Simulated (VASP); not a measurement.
A run of VASP 6.6.1 is set up as follows.

File INCAR:

```
PREC = Accurate
ENCUT = 520
EDIFF = 1E-6
ISMEAR = 0
SIGMA = 0.1
LREAL = False
LASPH = True
NELM = 80
ALGO = Normal
ISIF = 2
LWAVE = False
LCHARG = False
GGA = PE
NBANDS = 12
```

File KPOINTS:

```
regular mesh
0
Gamma
  10 10 10
```

POSCAR

```
Cu
1.0
   -1.4471553690      1.4337440392      1.3601266570
    1.4472463215     -1.4399025159      1.3666790560
    1.4638359032      1.4565830501     -1.3665836942
Cu
1
Direct
   -0.0017728543     -0.0219278576      0.0249258529
```

Potentials or basis: VASP PAW PBE potentials, release 64 (Cu).

Run with:

```console
$ cat potpaw_PBE.64/Cu/POTCAR > POTCAR
$ mpirun -np 1 vasp_std > vasp.out
```

**Question.** Estimate the pressure.

**Answer.** 7.8 GPa.

Stress tensor (GPa, compression positive):
```
 8.64 -1.02  0.00
-1.02  7.94  0.08
 0.00  0.08  6.91
```
